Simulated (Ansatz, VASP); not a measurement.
## Pt in VASP and in Ansatz

File INCAR:

```
ALGO = Fast ; EDIFF = 1E-7
ENCUT = 520 ; GGA = PE
ISIF = 2 ; ISMEAR = 0
LASPH = T ; LCHARG = F
LREAL = F ; LWAVE = F
NBANDS = 17 ; NELM = 100
PREC = Accurate ; SIGMA = 0.15
```

KPOINTS

```
k-points
0
Gamma
  18 18 10
```

The input POSCAR:

```
Pt
1.0
    2.8964665954      0.0000000000      0.0000000000
   -1.4482332978      2.7473101912      0.0000000000
    0.0000000000      0.0000000000      4.7813829983
Pt
2
Direct
    0.6666666667      0.3333333333      0.7500000000
    0.3333333333      0.6666666667      0.2500000000
```

Input for Ansatz:

```yaml
crystal:
  lattice:
    - [2.8964665954, 0.0, 0.0]
    - [-1.4482332978, 2.7473101912, 0.0]
    - [0.0, 0.0, 4.7813829983]
  atoms:
    - { symbol: Pt, position: [0.6666666667, 0.3333333333, 0.75] }
    - { symbol: Pt, position: [0.3333333333, 0.6666666667, 0.25] }
basis:
  ecutwfc: 420
kpoints:
  mp_grid: { grid: [18, 18, 10] }
hamiltonian:
  xc: pbe
scf:
  occupations: { method: gaussian, width: 0.15 }
output:
  forces: true
  stress: true
  eigenvalues: true
```

Change from the starting cell: normal strain along x +0.0500, normal strain along y +0.1500.

Alike in both runs: task single point; functional PBE; k mesh 18 × 18 × 10; occupations gaussian, width 0.15 eV; no spin polarisation.

```csv
,VASP,Ansatz
version,VASP 6.6.1,Ansatz 0.2.0
potentials or method,"VASP PAW PBE potentials, release 64 (Pt), cutoff 520 eV","scalar-relativistic, plane waves, PAW"
valence electrons in the cell,20,36
```

Ansatz gave:

| Item | Value |
| --- | --- |
| gap on the k mesh at the Fermi level (eV) | none |
| pressure (GPa) | -26.1 |
| traceless stress, the component that is largest in VASP (GPa) | -1.21 |
| rms of the force components (eV/Å) | 0.013 |

Problem. Estimate VASP's values.

Solution. gap on the k mesh at the Fermi level (eV): none; pressure (GPa): -26.3; traceless stress, the component that is largest in VASP (GPa): -1.23; rms of the force components (eV/Å): 0.014.

Atom by atom the forces differ by 0.001 eV/Å (rms over components). A gap of «none» marks a metal or a gap that the smearing closes. With one functional, cell and mesh, what is left measures potentials, basis and numerics. VASP's potentials hold 20 valence electrons a cell and Ansatz's 36, so a difference there can come from the potentials and not from the codes.

Neither program's run includes spin-orbit coupling.
